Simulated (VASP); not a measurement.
**RbTe2W2: single point with PBE**

RbTe2W2:

```
CELL_PARAMETERS angstrom
-2.01065 2.01065 8.52897
2.01065 -2.01065 8.52897
2.01065 2.01065 -8.52897
ATOMIC_POSITIONS crystal
Rb 0.00000 0.00000 0.00000
Te 0.36142 0.36142 0.00000
Te 0.63858 0.63858 0.00000
W 0.25000 0.75000 0.50000
W 0.75000 0.25000 0.50000
```

The cell was built from a structure type or drawn by symmetry, and may not be a known phase.

```json
{
  "Program": "VASP 6.6.1",
  "Task": "single point",
  "Functional": "PBE",
  "Potentials or basis": "VASP PAW PBE potentials, release 64 (Rb_sv, Te, W_sv)",
  "Cutoff": "520 eV",
  "k mesh": "6 × 6 × 6",
  "Occupations": "gaussian, width 0.1 eV",
  "Spin": "no spin polarisation"
}
```

The pressure is -0.1 GPa, the largest force is 0.020 eV/Å and the band gap on the k mesh is zero (an odd number of electrons rules out a gap without spin polarisation).

Forces in eV/Å, atoms in the order of the input:
```
Rb   0.000  0.000  0.000
Te   0.000  0.000 -0.020
Te   0.000  0.000  0.020
W    0.000  0.000  0.000
W    0.000  0.000  0.000
```

Stress tensor (GPa, compression positive):
```
-0.15  0.00  0.00
 0.00 -0.15  0.00
 0.00  0.00 -0.02
```

Levels at points of the mesh, in eV from the Fermi level:
```
           k point  band 20  band 21  band 22  band 23  band 24  band 25  band 26  band 27  band 28  band 29
(0.00, 0.00, 0.00)    -3.08    -3.08    -2.76    -1.72    -1.10     0.31     1.13     1.13     1.48     1.48
(0.50, 0.00, 0.00)    -3.81    -1.99    -1.93    -1.42    -1.41    -0.46    -0.46    -0.22     0.41     1.14
(0.50, 0.50, 0.00)    -4.53    -3.19    -3.13    -2.35    -2.19    -0.08    -0.04     1.22     1.22     1.38
(0.50, 0.50, 0.50)    -3.03    -3.03    -2.71    -2.03    -1.15     1.18     1.18     1.19     1.32     1.32
```

It took 32 min on 1 thread of Intel(R) Xeon(R) Platinum 8488C (Sapphire Rapids), on a shared host, peak memory 0.79 GiB.

Caveat: spin-orbit coupling is left out, which moves the levels of the heavy elements.
